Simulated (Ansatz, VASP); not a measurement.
## PbSe in VASP and in Ansatz

```
CELL_PARAMETERS angstrom
0.00000 3.11412 3.11412
3.11412 0.00000 3.11412
3.11412 3.11412 0.00000
ATOMIC_POSITIONS crystal
Pb 0.00000 0.00000 0.00000
Se 0.50000 0.50000 0.50000
```

Alike in both runs: task single point; functional r2SCAN; k mesh 6 × 6 × 6; no spin polarisation.

```csv
,VASP,Ansatz
version,VASP 6.6.1,Ansatz 0.2.0
potentials or method,"VASP PAW PBE potentials, release 64 (Pb_d, Se), cutoff 520 eV","plane waves, PAW"
occupations,"gaussian, width 0.01 eV",fixed
valence electrons in the cell,20,30
```

```tsv
	VASP	Ansatz	Ansatz less VASP
pressure (GPa)	-1.2	-1.2	+0.01
```

VASP's potentials were made for PBE, not for r2SCAN. VASP's potentials hold 20 valence electrons a cell and Ansatz's 30, so a difference there can come from the potentials and not from the codes. Ansatz's warnings: stress scf threshold loose.

Neither program's run includes spin-orbit coupling.
